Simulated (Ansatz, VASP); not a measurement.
**One calculation of AlPtC4N4, two programs**

Contents of INCAR:

```
PREC = Accurate ; ENCUT = 520
EDIFF = 1E-7 ; ISMEAR = 0
SIGMA = 0.1 ; LREAL = False
LASPH = True ; NELM = 150
ALGO = Normal ; ISIF = 2
LWAVE = False ; LCHARG = False
ISPIN = 2 ; MAGMOM = 0 1 0 0 0 0 0 0 0 0
LORBIT = 11 ; LMAXMIX = 4
GGA = PE ; NBANDS = 40
```

File KPOINTS:

```
Automatic mesh
0
Gamma
  4 4 4
```

The input POSCAR:

```
AlPtC4N4
1.0
    5.8341244700      0.0000000000      0.0000000000
    0.0000000000      5.8341244700      0.0000000000
    0.0000000000      0.0000000000      5.8341244700
Al Pt C N
1 1 4 4
Direct
    0.0000000000      0.0000000000      0.0000000000
    0.5000000000      0.5000000000      0.5000000000
    0.1855517100      0.1855517100      0.1855517100
    0.1855517100      0.8144482900      0.8144482900
    0.8144482900      0.1855517100      0.8144482900
    0.8144482900      0.8144482900      0.1855517100
    0.3013359700      0.3013359700      0.3013359700
    0.3013359700      0.6986640300      0.6986640300
    0.6986640300      0.3013359700      0.6986640300
    0.6986640300      0.6986640300      0.3013359700
```

Input for Ansatz:

```yaml
crystal:
  lattice:
    - [5.83412447, 0.0, 0.0]
    - [0.0, 5.83412447, 0.0]
    - [0.0, 0.0, 5.83412447]
  atoms:
    - { symbol: Al, position: [0.0, 0.0, 0.0] }
    - { symbol: Pt, position: [0.5, 0.5, 0.5], spin: 1.0 }
    - { symbol: C, position: [0.18555171, 0.18555171, 0.18555171] }
    - { symbol: C, position: [0.18555171, 0.81444829, 0.81444829] }
    - { symbol: C, position: [0.81444829, 0.18555171, 0.81444829] }
    - { symbol: C, position: [0.81444829, 0.81444829, 0.18555171] }
    - { symbol: "N", position: [0.30133597, 0.30133597, 0.30133597] }
    - { symbol: "N", position: [0.30133597, 0.69866403, 0.69866403] }
    - { symbol: "N", position: [0.69866403, 0.30133597, 0.69866403] }
    - { symbol: "N", position: [0.69866403, 0.69866403, 0.30133597] }
basis:
  ecutwfc: 420
kpoints:
  mp_grid: { grid: [4, 4, 4] }
hamiltonian:
  xc: pbe
scf:
  occupations: { method: gaussian, width: 0.1 }
  lower_state_search: "off"
output:
  forces: true
  stress: true
  eigenvalues: true
  populations: true
magnetization:
  spin_polarized: true
```

Alike in both runs: task single point; functional PBE; k mesh 4 × 4 × 4; occupations gaussian, width 0.1 eV; collinear spin.

```csv
,VASP,Ansatz
version,VASP 6.6.1,Ansatz 0.2.0
potentials or method,"VASP PAW PBE potentials, release 64 (Al, Pt, C, N), cutoff 520 eV","scalar-relativistic, plane waves, PAW"
valence electrons in the cell,49,57
```

|  | VASP | Ansatz | Ansatz less VASP |
| --- | --- | --- | --- |
| gap on the k mesh at the Fermi level (eV) | none | none | - |
| pressure (GPa) | 5.2 | 5.0 | -0.27 |
| rms of the force components (eV/Å) | 0.490 | 0.666 | +0.1763 |
| net moment per atom (μB) | 0.10 | 0.10 | 0.000 |
| size of the moment on the site where the two differ most (μB) | 0.68 | 0.48 | -0.205 |

Site moments also hang on the region over which each program counts them. Atom by atom the forces differ by 0.191 eV/Å (rms over components). A gap of «none» marks a metal or a gap that the smearing closes. VASP's potentials hold 49 valence electrons a cell and Ansatz's 57, so a difference there can come from the potentials and not from the codes.

Neither program's run includes spin-orbit coupling. Noted on VASP's run: the standard files for N, O and F lose accuracy on very short bonds.
